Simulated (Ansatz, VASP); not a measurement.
# OsF3: VASP beside Ansatz

Contents of INCAR:

```
PREC = Accurate
ENCUT = 520
EDIFF = 1E-7
ISMEAR = 0
SIGMA = 0.05
LREAL = False
LASPH = True
NELM = 150
ALGO = Normal
ISIF = 2
LWAVE = False
LCHARG = True
ISPIN = 2
MAGMOM = 0.15 0 0 0
LORBIT = 11
LMAXMIX = 4
GGA = PE
LELF = True
LVHAR = True
NBANDS = 26
```

The input KPOINTS:

```
regular mesh
0
Gamma
  10 10 10
```

POSCAR

```
OsF3
1.0
    3.9757055912      0.0000000000      0.0000000000
    0.0000000000      3.9757055912      0.0000000000
    0.0000000000      0.0000000000      3.9757055912
Os F
1 3
Direct
    0.0000000000      0.0000000000      0.0000000000
    0.5000000000      0.0000000000      0.0000000000
    0.0000000000      0.0000000000      0.5000000000
    0.0000000000      0.5000000000      0.0000000000
```

Input for Ansatz:

```yaml
crystal:
  lattice:
    - [3.9757055912, 0.0, 0.0]
    - [0.0, 3.9757055912, 0.0]
    - [0.0, 0.0, 3.9757055912]
  atoms:
    - { symbol: Os, position: [0.0, 0.0, 0.0], spin: 0.15 }
    - { symbol: F, position: [0.5, 0.0, 0.0] }
    - { symbol: F, position: [0.0, 0.0, 0.5] }
    - { symbol: F, position: [0.0, 0.5, 0.0] }
basis:
  ecutwfc: 420
  ecutrho_ratio: 4
kpoints:
  mp_grid: { grid: [10, 10, 10] }
hamiltonian:
  xc: pbe
scf:
  occupations: { method: gaussian, width: 0.05 }
output:
  forces: true
  stress: true
  eigenvalues: true
  populations: true
magnetization:
  spin_polarized: true
```

Alike in both runs: task single point; functional PBE; k mesh 10 × 10 × 10; occupations gaussian, width 0.05 eV; collinear spin.

```csv
,VASP,Ansatz
version,VASP 6.6.1,Ansatz 0.2.0
potentials or method,"VASP PAW PBE potentials, release 64 (Os, F), cutoff 520 eV","scalar-relativistic, plane waves, PAW"
valence electrons in the cell,29,37
```

```tsv
	VASP	Ansatz	Ansatz less VASP
gap on the k mesh at the Fermi level (eV)	none	none	-
pressure (GPa)	6.6	5.3	-1.25
net moment per atom (μB)	0.06	0.06	0.000
size of the moment on the site where the two differ most (μB)	0.20	0.13	-0.071
```

Site moments also hang on the region over which each program counts them. A gap of «none» marks a metal or a gap that the smearing closes. The functional is the same, so the differences come from potentials, cutoffs and numerics. VASP's potentials hold 29 valence electrons a cell and Ansatz's 37, so a difference there can come from the potentials and not from the codes.

Spin-orbit coupling is off throughout.
